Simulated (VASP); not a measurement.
A run of VASP 6.6.1 is set up as follows.

Contents of INCAR:

```
SYSTEM = Rh
ALGO = Normal
EDIFF = 1E-6
ENCUT = 520
GGA = PE
ISIF = 2
ISMEAR = 0
LASPH = .True.
LCHARG = .False.
LREAL = .False.
LWAVE = .False.
NBANDS = 14
NELM = 100
PREC = Accurate
SIGMA = 0.1
```

Contents of KPOINTS:

```
k-points
0
Gamma
  14 14 14
  0 0 0
```

POSCAR

```
Rh
1.0
    0.0000000000      1.9160595532      1.9160595532
    1.9160595532      0.0000000000      1.9160595532
    1.9160595532      1.9160595532      0.0000000000
Rh
1
Direct
    0.0000000000      0.0000000000      0.0000000000
```

Potentials or basis: VASP PAW PBE potentials, release 64 (Rh_pv).

The run is started by

```console
$ cat potpaw_PBE.64/Rh_pv/POTCAR > POTCAR
$ mpirun -np 1 vasp_std > vasp.out
```

Question: Predict the pressure.

Answer: -0.3 GPa.
